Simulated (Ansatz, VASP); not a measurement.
# One calculation of Cu, two programs

```
Cu
1.0
    -1.44133    1.44133    1.44133
     1.44133   -1.44133    1.44133
     1.44133    1.44133   -1.44133
Cu
1
Cartesian
  0.0000 0.0000 0.0000
```

Alike in both runs: task single point; functional r2SCAN; k mesh 20 × 20 × 20; occupations gaussian, width 0.05 eV; no spin polarisation.

```csv
,VASP,Ansatz
version,VASP 6.6.1,Ansatz 0.2.0
potentials or method,"VASP PAW PBE potentials, release 64 (Cu), cutoff 660 eV","scalar-relativistic, plane waves, PAW"
valence electrons in the cell,11,19
```

```tsv
	VASP	Ansatz	Ansatz less VASP
pressure (GPa)	-5.7	-6.2	-0.55
```

VASP's potentials were made for PBE, not for r2SCAN. VASP's potentials hold 11 valence electrons a cell and Ansatz's 19, so a difference there can come from the potentials and not from the codes.
